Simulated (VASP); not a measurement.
Wanted: the native input for a VASP 6.6.1 run.

```
Task                   : electric field gradients
Functional             : r2SCAN
Potentials or basis    : VASP PAW PBE potentials, release 64 (Li_sv)
Cutoff                 : 520 eV
k mesh                 : 17 × 17 × 17
Occupations            : fermi-dirac, width 0.05 eV
Spin                   : no spin polarisation
Dipole correction      : no
Further INCAR settings : ALGO = Normal; EDIFF = 1e-08; NBANDS = 8
```

Crystal: Li.

```xyz
1
Lattice="-1.6848 1.6848 1.6848 1.6848 -1.6848 1.6848 1.6848 1.6848 -1.6848" Properties=species:S:1:pos:R:3 pbc="T T T"
Li    0.0000    0.0000    0.0000
```

These files were run (other wordings do the same):

POSCAR

```
Li
1.0
   -1.6848499777      1.6848499777      1.6848499777
    1.6848499777     -1.6848499777      1.6848499777
    1.6848499777      1.6848499777     -1.6848499777
Li
1
Direct
    0.0000000000      0.0000000000      0.0000000000
```

INCAR.step1

```
PREC = Accurate
ENCUT = 520
ISMEAR = -1
SIGMA = 0.05
LREAL = F
LASPH = T
NELM = 60
NBANDS = 8
GGA = PE
ALGO = Normal
EDIFF = 1E-4
LWAVE = T
LCHARG = F
```

INCAR.step2

```
PREC = Accurate
ENCUT = 520
EDIFF = 1E-8
ISMEAR = -1
SIGMA = 0.05
LREAL = F
LASPH = T
NELM = 60
ALGO = Normal
ISIF = 2
LWAVE = F
LCHARG = F
METAGGA = R2SCAN
LMIXTAU = T
LEFG = T
NBANDS = 8
ISTART = 1
```

KPOINTS

```
Automatic mesh
0
Gamma
  17 17 17
```

Potentials or basis: VASP PAW PBE potentials, release 64 (Li_sv).

The run is started by

```bash
$ cat potpaw_PBE.64/Li_sv/POTCAR > POTCAR
$ cp INCAR.step1 INCAR
$ mpirun -np 1 vasp_std > vasp.out
$ cp INCAR.step2 INCAR
$ mpirun -np 1 vasp_std > vasp.out
```

It gave:

The band gap on the k mesh is zero (an odd number of electrons rules out a gap without spin polarisation) and the largest electric field gradient by atom is zero within the noise of the run.

Run time: 2.4 min on 1 thread of Intel(R) Xeon(R) Platinum 8175M CPU @ 2.50GHz (Skylake/Cascade Lake) (shared host), peak memory 0.14 GiB.
